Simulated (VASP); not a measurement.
Input of a VASP 6.6.1 run:

The input POSCAR:

```
Ag
1.0
    3.1704792353      0.0000000000      0.0000000000
    0.0000000000      3.1704792353      0.0000000000
    0.0000000000      0.0000000000      3.4906472163
Ag
2
Direct
    0.0000000000      0.0000000000      0.0000000000
    0.5000000000      0.5000000000      0.5000000000
```

INCAR.step1

```
SYSTEM = Ag
  ALGO = Normal
  EDIFF = 1E-4
  ENCUT = 520
  GGA = PE
  ISMEAR = 0
  LASPH = .TRUE.
  LCHARG = .FALSE.
  LREAL = .FALSE.
  LWAVE = .TRUE.
  NBANDS = 18
  NELM = 80
  PREC = Accurate
  SIGMA = 0.1
```

INCAR.step2

```
SYSTEM = Ag
  ALGO = Normal
  EDIFF = 1E-6
  ENCUT = 520
  ISIF = 2
  ISMEAR = 0
  ISTART = 1
  LASPH = .TRUE.
  LCHARG = .FALSE.
  LMIXTAU = .TRUE.
  LREAL = .FALSE.
  LWAVE = .FALSE.
  METAGGA = R2SCAN
  NBANDS = 18
  NELM = 80
  PREC = Accurate
  SIGMA = 0.1
```

The input KPOINTS:

```
k-points
0
G
  16 16 16
  0 0 0
```

Potentials or basis: VASP PAW PBE potentials, release 64 (Ag).

Launch:

```sh
$ cat potpaw_PBE.64/Ag/POTCAR > POTCAR
$ cp INCAR.step1 INCAR
$ mpirun -np 1 vasp_std > vasp.out
$ cp INCAR.step2 INCAR
$ mpirun -np 1 vasp_std > vasp.out
```

**Question.** Estimate the band gap on the k mesh.

**Answer.** Zero (bands 11 and 12 overlap by 8.60 eV).

**Question.** What does it give for the pressure?

**Answer.** -0.6 GPa.

Stress tensor (GPa, compression positive):
```
-1.02  0.00  0.00
 0.00 -1.02  0.00
 0.00  0.00  0.14
```

Caveat: the cell differs from its parent crystal (biaxial strain in the a-b plane: -3.0 %, then relaxed in part); the PAW data sets were made with another functional, which shifts forces and pressure a little.
